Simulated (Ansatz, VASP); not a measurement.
## Two plane-wave programs on AlN

```
Al N
1.0
     0.00000    2.27227    2.27227
     2.27227    0.00000    2.27227
     2.27227    2.27227    0.00000
Al N
1 1
Direct
  0.00000 0.00000 0.00000
  0.25000 0.25000 0.25000
```

Change from the starting cell: hydrostatic strain +4.0%.

Alike in both runs: task single point; functional r2SCAN; k mesh 10 × 10 × 10; no spin polarisation.

|  | VASP | Ansatz |
| --- | --- | --- |
| version | VASP 6.6.1 | Ansatz 0.2.0 |
| potentials or method | VASP PAW PBE potentials, release 64 (Al, N) | plane waves, PAW |
| plane-wave cutoff (eV) | 520 | 500 |
| occupations | gaussian, width 0.01 eV | fixed |
| valence electrons in the cell | 8 | 8 |

VASP gave:

* gap on the k mesh at the Fermi level (eV): 3.82
* pressure (GPa): -20.1

**Question.** What did Ansatz give for the same quantities?

**Answer.** gap on the k mesh at the Fermi level (eV): 3.79; pressure (GPa): -19.7.

VASP's potentials were made for PBE, not for r2SCAN.
